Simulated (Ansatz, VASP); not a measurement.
## Sr in VASP and in Ansatz

```
Sr
1.0
     4.40740    0.00000   -0.08602
    -2.20370    3.81804    0.04301
    -0.28370    0.00000   14.89194
Sr
4
Direct
  0.01665 0.97671 0.98230
  0.32093 0.64186 0.25000
  0.96006 0.97671 0.51770
  0.70236 0.40472 0.75000
```

Alike in both runs: task single point; functional PBEsol; k mesh 10 × 10 × 4; occupations gaussian, width 0.1 eV; no spin polarisation.

|  | VASP | Ansatz |
| --- | --- | --- |
| version | VASP 6.6.1 | Ansatz 0.2.0 |
| potentials or method | VASP PAW PBE potentials, release 64 (Sr_sv), cutoff 520 eV | scalar-relativistic, plane waves, PAW |
| valence electrons in the cell | 40 | 40 |

```tsv
	VASP	Ansatz	Ansatz less VASP
gap on the k mesh at the Fermi level (eV)	none	none	-
pressure (GPa)	-1.5	-1.5	-0.01
traceless stress, the component that is largest in VASP (GPa)	0.19	0.19	-0.001
rms of the force components (eV/Å)	0.116	0.116	-0.0001
```

VASP's potentials were made for PBE, not for PBEsol. Atom by atom the forces differ by 0.000 eV/Å (rms over components). A gap of «none» marks a metal or a gap that the smearing closes. With one functional, cell and mesh, what is left measures potentials, basis and numerics.
